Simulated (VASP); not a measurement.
Input of a VASP 6.6.1 run:

Contents of INCAR:

```
ALGO     = Normal         # electronic algorithm
EDIFF    = 1E-6           # SCF threshold, eV
ENCUT    = 520            # plane-wave cutoff, eV
GGA      = PE             # functional
ISIF     = 2              # what is computed and relaxed
ISMEAR   = 0              # smearing method
LASPH    = T              # aspherical terms in the spheres
LCHARG   = F              # write CHGCAR
LREAL    = F              # projectors in reciprocal space
LWAVE    = F              # write WAVECAR
NBANDS   = 16             # bands
NELM     = 60             # most SCF steps
PREC     = Accurate       # precision mode
SIGMA    = 0.05           # smearing width, eV
```

File KPOINTS:

```
k-points
0
Gamma
  10 10 10
```

The input POSCAR:

```
Si
1.0
   -3.8390567414      3.8390567414      1.9304179815
    3.8390567414     -3.8390567414      1.9304179815
    3.6048659162      3.6048659162     -1.9304179815
Si
4
Direct
    0.1786105079      0.1786105079      0.3572210158
    0.8213894921      0.8213894921      0.6427789842
    0.1786105079      0.8213894921      0.0000000000
    0.8213894921      0.1786105079      0.0000000000
```

Potentials or basis: VASP PAW PBE potentials, release 64 (Si).

Command:

```sh
$ cat potpaw_PBE.64/Si/POTCAR > POTCAR
$ mpirun -np 1 vasp_std > vasp.out
```

Task: Estimate the band gap on the k mesh.

Result: Zero (bands 8 and 9 overlap by 0.06 eV).

Task: Estimate the pressure.

Result: -10.1 GPa.

Stress tensor (GPa, compression positive):
```
-13.58   2.59   0.00
  2.59 -13.58   0.00
  0.00   0.00  -3.03
```

Caveat: the stress differs along the axes, from -14 to -3 GPa; semilocal functionals underestimate gaps, and a narrow one can read as zero.
